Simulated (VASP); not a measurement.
Input of a VASP 6.6.1 run:

Contents of INCAR:

```
SYSTEM = C2N
ALGO = Normal
EDIFF = 1E-7
ENCUT = 520
GGA = PE
ISIF = 2
ISMEAR = 0
LASPH = .TRUE.
LCHARG = .FALSE.
LREAL = .FALSE.
LWAVE = .FALSE.
NBANDS = 22
NELM = 60
PREC = Accurate
SIGMA = 0.1
```

KPOINTS

```
k-points
0
G
  16 16 6
  0 0 0
```

POSCAR

```
C2N
1.0
    2.4248596497      0.0000000000      0.0000000000
    0.0000000000      2.4248596497      0.0000000000
    0.0000000000      0.0000000000      8.3419195330
C N
4 2
Direct
    0.0000000000      0.0000000000      0.0000000000
    0.5000000000      0.5000000000      0.0000000000
    0.0000000000      0.5000000000      0.4125787942
    0.5000000000      0.0000000000      0.5874212058
    0.0000000000      0.5000000000      0.5912300648
    0.5000000000      0.0000000000      0.4087699352
```

Potentials or basis: VASP PAW PBE potentials, release 64 (C, N).

The run is started by

```bash
$ cat potpaw_PBE.64/C/POTCAR potpaw_PBE.64/N/POTCAR > POTCAR
$ mpirun -np 1 vasp_std > vasp.out
```

(1) Predict the largest force.

(2) Predict the pressure.

Results:

(1) 0.103 eV/Å.

(2) 0.3 GPa.

Caveat: this functional lacks dispersion, which binds layers or chains, so the pressure and a relaxed spacing across them are unreliable.
